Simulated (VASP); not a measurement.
A run of VASP 6.6.1 is set up as follows.

The input INCAR:

```
SYSTEM = S
PREC = Accurate
ENCUT = 520
EDIFF = 1E-6
ISMEAR = -1
SIGMA = 0.02
LREAL = .FALSE.
LASPH = .TRUE.
NELM = 100
ALGO = Normal
ISIF = 2
LWAVE = .FALSE.
LCHARG = .TRUE.
GGA = PE
LELF = .TRUE.
LVHAR = .TRUE.
NBANDS = 13
```

File KPOINTS:

```
Automatic mesh
0
G
  6 6 6
  0 0 0
```

The input POSCAR:

```
S
1.0
    0.0000000000      2.8900000000      2.8900000000
    2.8900000000      0.0000000000      2.8900000000
    2.8900000000      2.8900000000      0.0000000000
S
2
Direct
    0.0000000000      0.0000000000      0.0000000000
    0.2500000000      0.2500000000      0.2500000000
```

Potentials or basis: VASP PAW PBE potentials, release 64 (S).

Launch:

```sh
$ cat potpaw_PBE.64/S/POTCAR > POTCAR
$ mpirun -np 1 vasp_std > vasp.out
```

Problem. Estimate the pressure.

Solution. -0.1 GPa.

Problem. Predict the band gap on the k mesh.

Solution. Zero (band 6 reaches 3.72 eV, above the bottom of band 7 at 2.56 eV).
